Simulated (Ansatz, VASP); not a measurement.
TaNbSb3: VASP beside Ansatz

```xyz
5
Lattice="5.2762 0.0000 0.0000 0.0000 5.2762 0.0000 0.0000 0.0000 5.2762" Properties=species:S:1:pos:R:3 pbc="T T T"
Ta    2.6381    2.6381    2.6381
Nb    0.0000    0.0000    0.0000
Sb    0.0000    2.6381    2.6381
Sb    2.6381    0.0000    2.6381
Sb    2.6381    2.6381    0.0000
```

Alike in both runs: task relaxation of cell and atoms; functional PBE; k mesh 8 × 8 × 8; occupations gaussian, width 0.1 eV; no spin polarisation.

|  | VASP | Ansatz |
| --- | --- | --- |
| version | VASP 6.6.1 | Ansatz 0.2.0 |
| potentials or method | VASP PAW PBE potentials, release 64 (Ta_pv, Nb_sv, Sb), cutoff 600 eV | scalar-relativistic, plane waves, PAW |
| valence electrons in the cell | 39 | 71 |

|  | VASP | Ansatz | Ansatz less VASP |
| --- | --- | --- | --- |
| gap on the k mesh at the Fermi level, each at its own relaxed structure (eV) | none | none | - |
| relaxed volume (Å³/atom) | 29.55 | 29.60 | +0.046 |
| relaxed cell length with the largest relative difference (Å) | 5.287 | 5.289 | +0.0028 |

A gap of «none» marks a metal or a gap that the smearing closes. VASP's potentials hold 39 valence electrons a cell and Ansatz's 71, so a difference there can come from the potentials and not from the codes.

Spin-orbit coupling is off throughout.
